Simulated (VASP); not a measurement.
# RuS2 (Pa-3) in VASP: single point with PBE

Aim: the single point of RuS2 with PBE.

Everything below comes from runs of VASP 6.6.1. Logs are shortened: lines on timing, memory, paths and dates and some standing lists are left out, and cuts for length are marked.

## Step 1: The cell of the first run

It takes space group Pa-3 (No. 205, cubic). The conventional cell has a = 5.631 Å, b = 5.631 Å, c = 5.631 Å, α = 90.00°, β = 90.00°, γ = 90.00°. Within 3.1 Å of Ru (site symmetry -3) lie 6 S at 2.36 Å. Within 2.9 Å of S (site symmetry 3) lie 1 S at 2.18 Å and 3 Ru at 2.36 Å.

## Step 2: Single point, PBE, collinear spin, ferromagnetic start

The input, INCAR:

```
PREC = Accurate
ENCUT = 520
EDIFF = 1E-7
ISMEAR = 0
SIGMA = 0.1
LREAL = F
LASPH = T
NELM = 150
ALGO = Normal
ISIF = 2
LWAVE = F
LCHARG = F
ISPIN = 2
MAGMOM = 1 1 1 1 0 0 0 0 0 0 0 0
LORBIT = 11
LMAXMIX = 4
GGA = PE
NBANDS = 68
```

The input, KPOINTS:

```
regular mesh
0
Gamma
  4 4 4
```

The input, POSCAR:

```
RuS2
1.0
    5.6306097200      0.0000000000      0.0000000000
    0.0000000000      5.6306097200      0.0000000000
    0.0000000000      0.0000000000      5.6306097200
Ru S
4 8
Direct
    0.0000000000      0.5000000000      0.5000000000
    0.5000000000      0.5000000000      0.0000000000
    0.5000000000      0.0000000000      0.5000000000
    0.0000000000      0.0000000000      0.0000000000
    0.3882041700      0.1117958300      0.8882041700
    0.1117958300      0.8882041700      0.3882041700
    0.8882041700      0.3882041700      0.1117958300
    0.6117958300      0.6117958300      0.6117958300
    0.3882041700      0.3882041700      0.3882041700
    0.1117958300      0.6117958300      0.8882041700
    0.8882041700      0.1117958300      0.6117958300
    0.6117958300      0.8882041700      0.1117958300
```

Potentials or basis: VASP PAW PBE potentials, release 64 (Ru_pv, S).

On the command line:

```console
$ cat potpaw_PBE.64/Ru_pv/POTCAR potpaw_PBE.64/S/POTCAR > POTCAR
$ mpirun -np 1 vasp_std > vasp.out
```

OUTCAR:

```text
PREC = Accurate
   ENCUT = 520
   EDIFF = 1E-7
   ISMEAR = 0
   LREAL = F
   LASPH = T
   NELM = 150
   ISIF = 2
   ISPIN = 2
   LORBIT = 11
   GGA = PE

 ion  position               nearest neighbor table
   1  0.000  0.500  0.500-   6 2.36   7 2.36   8 2.36   9 2.36  10 2.36  11 2.36
   2  0.500  0.500  0.000-   5 2.36   7 2.36   8 2.36   9 2.36  10 2.36  12 2.36
   3  0.500  0.000  0.500-   5 2.36   6 2.36   8 2.36   9 2.36  11 2.36  12 2.36
   4  0.000  0.000  0.000-   5 2.36   6 2.36   7 2.36  10 2.36  11 2.36  12 2.36
   5  0.388  0.112  0.888-  12 2.18   3 2.36   4 2.36   2 2.36
   6  0.112  0.888  0.388-  11 2.18   3 2.36   4 2.36   1 2.36
   7  0.888  0.388  0.112-  10 2.18   2 2.36   4 2.36   1 2.36
   8  0.612  0.612  0.612-   9 2.18   2 2.36   3 2.36   1 2.36
   9  0.388  0.388  0.388-   8 2.18   2 2.36   3 2.36   1 2.36
  10  0.112  0.612  0.888-   7 2.18   2 2.36   4 2.36   1 2.36
  11  0.888  0.112  0.612-   6 2.18   3 2.36   4 2.36   1 2.36
  12  0.612  0.888  0.112-   5 2.18   3 2.36   4 2.36   2 2.36

  LATTYP: Found a simple cubic cell.
 ALAT       =     5.6306097200

  Lattice vectors:

 A1 = (   5.6306097200,   0.0000000000,   0.0000000000)
 A2 = (   0.0000000000,   5.6306097200,   0.0000000000)
 A3 = (   0.0000000000,   0.0000000000,   5.6306097200)

Analysis of symmetry for initial positions (statically):
=====================================================================
 Subroutine PRICEL returns:
 Original cell was already a primitive cell.

 Routine SETGRP: Setting up the symmetry group for a
 simple cubic supercell.

 Subroutine GETGRP returns: Found 24 space group operations
 (whereof  6 operations were pure point group operations)
 out of a pool of 48 trial point group operations.

The static configuration has the point symmetry S_6 .
 The point group associated with its full space group is T_h .

Analysis of symmetry for dynamics (positions and initial velocities):
=====================================================================
 Subroutine PRICEL returns:
 Original cell was already a primitive cell.

 Routine SETGRP: Setting up the symmetry group for a
 simple cubic supercell.

 Subroutine GETGRP returns: Found 24 space group operations
 (whereof  6 operations were pure point group operations)
 out of a pool of 48 trial point group operations.

The dynamic configuration has the point symmetry S_6 .
 The point group associated with its full space group is T_h .

Analysis of structural, dynamic, and magnetic symmetry:
=====================================================================
 Subroutine PRICEL returns:
 Original cell was already a primitive cell.

 Routine SETGRP: Setting up the symmetry group for a
 simple cubic supercell.

 Subroutine GETGRP returns: Found 24 space group operations
 (whereof  6 operations were pure point group operations)
 out of a pool of 48 trial point group operations.

The overall configuration has the point symmetry S_6 .
 The point group associated with its full space group is T_h .

 Subroutine INISYM returns: Found 24 space group operations
 (whereof  6 operations are pure point group operations),
 and found     1 'primitive' translations

----------------------------------------------------------------------------------------

                                     Primitive cell

  volume of cell :     178.5115

  direct lattice vectors                    reciprocal lattice vectors
     5.630609720  0.000000000  0.000000000     0.177600660  0.000000000  0.000000000
     0.000000000  5.630609720  0.000000000     0.000000000  0.177600660  0.000000000
     0.000000000  0.000000000  5.630609720     0.000000000  0.000000000  0.177600660

  length of vectors
     5.630609720  5.630609720  5.630609720     0.177600660  0.177600660  0.177600660

  position of ions in fractional coordinates (direct lattice)
     0.000000000  0.500000000  0.500000000
     0.500000000  0.500000000  0.000000000
     0.500000000  0.000000000  0.500000000
     0.000000000  0.000000000  0.000000000
     0.388204170  0.111795830  0.888204170
     0.111795830  0.888204170  0.388204170
[... 78 lines left out ...]
   NELM   =    150;   NELMIN=  2; NELMDL= -5     # of ELM steps
   EDIFF  = 0.1E-06   stopping-criterion for ELM
   LREAL  =      F    real-space projection
   EDIFFG = 0.1E-05   stopping-criterion for IOM
   NSW    =      0    number of steps for IOM
   IBRION =     -1    ionic relax: 0-MD 1-quasi-New 2-CG
   NFREE  =      0    steps in history (QN), initial steepest desc. (CG)
   ISIF   =      2    stress and relaxation
   ISYM   =      2    0-nonsym 1-usesym 2-fastsym
   POTIM  = 0.5000    time-step for ionic-motion
   TEBEG  =    0.0;   TEEND  =   0.0 temperature during run
   PSTRESS=    0.0 pullay stress
   NELECT =     104.0000    total number of electrons
   NUPDOWN=      -1.0000    fix difference up-down
   EMIN   =  10.00;   EMAX   =-10.00  energy-range for DOS
   EFERMI =   0.00;   METHOD = LEGACY
   ISMEAR =     0;   SIGMA  =   0.10  broadening in eV -4-tet -1-fermi 0-gaus
   EFERMI_NEDOS =   21; number of points for ismear=-14 and -15
   IALGO  =     38    algorithm
   IMIX   =      4    mixing-type and parameters
     AMIX     =   0.40;   BMIX     =  1.00
     AMIX_MAG =   1.60;   BMIX_MAG =  1.00
  volume/ion in A,a.u.               =      14.88       100.39
  Fermi-wavevector in a.u.,A,eV,Ry     =   1.367300  2.583823 25.436223  1.869510
  Thomas-Fermi vector in A             =   2.493365
   LORBIT       =     11    0 simple, 1 ext, 2 COOP (PROOUT), +10 PAW based schemes
   GGA     = PE    functional components
   LHFCALC =     F    Hartree Fock is set to
   AEXX    =    0.0000 exact exchange contribution
   IVDW    =     0    specifies the selected vdW correction
   LEPSILON=     F    determine dielectric tensor
   LRPA    =     F    only Hartree local field effects (RPA)
 spin polarized calculation
 Gauss-broadening in eV      SIGMA  =   0.10
  energy-cutoff  :      520.00
  volume of cell :      178.51
 maximum number of plane-waves:      4828
 NGX is ok and might be reduce to    42
   NGX = 21   NGY = 21   NGZ = 21

 number of electron     104.0000037 magnetization      -0.0027802

 number of electron     104.0000037 magnetization       0.0000524

 Free energy of the ion-electron system (eV)
  ---------------------------------------------------
  ext. energy  EPLUGINS =         0.00000000
  ---------------------------------------------------
  free energy    TOTEN  =       -76.58344808 eV

  energy without entropy =      -76.58344808  energy(sigma->0) =      -76.58344808

 E-fermi :   9.2246     XC(G=0): -11.8930

 val. band max:        8.8417532217   @ k =   0.5000   0.0000   0.0000
 cond. band min:       9.5839255004   @ k =   0.0000   0.0000   0.0000
 fundamental gap:      0.7421722786
 Fermi energy:         9.2245579673

 spin component 1

 k-point     1 :       0.0000    0.0000    0.0000
  band No.  band energies     occupation
      1     -33.0955      1.00000
      2     -33.0955      1.00000
      3     -33.0955      1.00000
      4     -33.0864      1.00000
      5     -33.0864      1.00000
      6     -33.0833      1.00000
[... 726 lines left out ...]
     63      12.7043      0.00000
     64      12.7043      0.00000
 Fermi energy:         9.2245579673

 spin component 2

 k-point     1 :       0.0000    0.0000    0.0000
  band No.  band energies     occupation
      1     -33.0955      1.00000
      2     -33.0955      1.00000
      3     -33.0955      1.00000
      4     -33.0864      1.00000
      5     -33.0864      1.00000
      6     -33.0833      1.00000
[... 726 lines left out ...]
     63      12.7043      0.00000
     64      12.7043      0.00000
 [bands above 64 left out]

------------------------ aborting loop because EDIFF is reached ----------------------------------------

  FORCE on cell =-STRESS in cart. coord.  units (eV):
  Direction    XX          YY          ZZ          XY          YZ          ZX
  --------------------------------------------------------------------------------------
  -------------------------------------------------------------------------------------
  Total        1.6151924      1.6151924      1.6151924     -0.0000000     -0.0000000     -0.0000000
  in kB       14.4966804     14.4966804     14.4966804     -0.0000000     -0.0000000     -0.0000000
  external PRESSURE =      14.4966804 kB  Pullay stress =       0.0000000 kB

 VOLUME and BASIS-vectors are now :
 -----------------------------------------------------------------------------
  energy-cutoff  :      520.00
  volume of cell :      178.51
      direct lattice vectors                 reciprocal lattice vectors
     5.630609720  0.000000000  0.000000000     0.177600660  0.000000000  0.000000000
     0.000000000  5.630609720  0.000000000     0.000000000  0.177600660  0.000000000
     0.000000000  0.000000000  5.630609720     0.000000000  0.000000000  0.177600660

 POSITION                                       TOTAL-FORCE (eV/Angst)
 -----------------------------------------------------------------------------------
      0.00000      2.81530      2.81530         0.000000      0.000000      0.000000
      2.81530      2.81530      0.00000         0.000000      0.000000      0.000000
      2.81530      0.00000      2.81530         0.000000      0.000000      0.000000
      0.00000      0.00000      0.00000         0.000000      0.000000      0.000000
      2.18583      0.62948      5.00113        -0.108484      0.108484     -0.108484
      0.62948      5.00113      2.18583         0.108484     -0.108484     -0.108484
      5.00113      2.18583      0.62948        -0.108484     -0.108484      0.108484
      3.44478      3.44478      3.44478         0.108484      0.108484      0.108484
      2.18583      2.18583      2.18583        -0.108484     -0.108484     -0.108484
      0.62948      3.44478      5.00113         0.108484      0.108484     -0.108484
      5.00113      0.62948      3.44478        -0.108484      0.108484      0.108484
      3.44478      5.00113      0.62948         0.108484     -0.108484      0.108484
 -----------------------------------------------------------------------------------
    total drift:                                0.000000     -0.000000     -0.000000

  FREE ENERGIE OF THE ION-ELECTRON SYSTEM (eV)
  ---------------------------------------------------
  free  energy   TOTEN  =       -76.5834480798 eV

  energy  without entropy=      -76.5834480754  energy(sigma->0) =      -76.58344808

 total charge

# of ion       s       p       d       tot
------------------------------------------
    1        0.327   6.303   6.124  12.753
    2        0.327   6.303   6.124  12.753
    3        0.327   6.303   6.124  12.753
    4        0.327   6.303   6.124  12.753
    5        1.342   2.296   0.000   3.638
    6        1.342   2.296   0.000   3.638
    7        1.342   2.296   0.000   3.638
    8        1.342   2.296   0.000   3.638
    9        1.342   2.296   0.000   3.638
   10        1.342   2.296   0.000   3.638
   11        1.342   2.296   0.000   3.638
   12        1.342   2.296   0.000   3.638
--------------------------------------------------
tot         12.045  43.574  24.494  80.113

 magnetization (x)

# of ion       s       p       d       tot
------------------------------------------
    1        0.000   0.000   0.000   0.000
    2        0.000   0.000   0.000   0.000
    3        0.000   0.000   0.000   0.000
    4        0.000   0.000   0.000   0.000
    5        0.000  -0.000   0.000  -0.000
    6        0.000  -0.000   0.000  -0.000
    7        0.000  -0.000   0.000  -0.000
    8        0.000  -0.000   0.000  -0.000
    9        0.000  -0.000   0.000  -0.000
   10        0.000  -0.000   0.000  -0.000
   11        0.000  -0.000   0.000  -0.000
   12        0.000  -0.000   0.000  -0.000
--------------------------------------------------
tot          0.000  -0.000   0.000   0.000
```

It took 6.8 min on 1 thread of Intel Xeon 8259CL, shared host; peak memory 0.4 GiB.

Results:

```
Free energy                                           : -76.5834 eV
Pressure                                              : 1.4 GPa
Largest force                                         : 0.188 eV/Å
Band gap on the k mesh                                : 0.74 eV (least direct gap 0.95 eV)
Net moment                                            : 0.00 μB per cell
Valence electrons inside the program's atomic spheres : Ru 12.75; S 3.64
```

Forces on the atoms (eV/Å):
```
Ru   0.000  0.000  0.000
Ru   0.000  0.000  0.000
Ru   0.000  0.000  0.000
Ru   0.000  0.000  0.000
S   -0.108  0.108 -0.108
S    0.108 -0.108 -0.108
S   -0.108 -0.108  0.108
S    0.108  0.108  0.108
S   -0.108 -0.108 -0.108
S    0.108  0.108 -0.108
S   -0.108  0.108  0.108
S    0.108 -0.108  0.108
```

Levels at points of the mesh, in eV from the valence-band top:
Spin up:
| k point | band 49 | band 50 | band 51 | band 52 | band 53 | band 54 | band 55 | band 56 |
| --- | --- | --- | --- | --- | --- | --- | --- | --- |
| (0.00, 0.00, 0.00) | -0.52 | -0.52 | -0.52 | -0.21 | 0.74 | 2.56 | 2.56 | 2.56 |
| (0.50, 0.00, 0.00) | -0.27 | -0.27 | 0.00 | 0.00 | 2.06 | 2.06 | 2.31 | 2.31 |
| (0.50, 0.50, 0.00) | -0.08 | -0.08 | -0.08 | -0.08 | 2.44 | 2.44 | 2.44 | 2.44 |
| (0.50, 0.50, 0.50) | -0.66 | -0.66 | -0.66 | -0.66 | 2.22 | 2.22 | 2.22 | 2.22 |
Spin down:
```
           k point  band 49  band 50  band 51  band 52  band 53  band 54  band 55  band 56
(0.00, 0.00, 0.00)    -0.52    -0.52    -0.52    -0.21     0.74     2.56     2.56     2.56
(0.50, 0.00, 0.00)    -0.27    -0.27     0.00     0.00     2.06     2.06     2.31     2.31
(0.50, 0.50, 0.00)    -0.08    -0.08    -0.08    -0.08     2.44     2.44     2.44     2.44
(0.50, 0.50, 0.50)    -0.66    -0.66    -0.66    -0.66     2.22     2.22     2.22     2.22
```

A k mesh can miss the band edges.
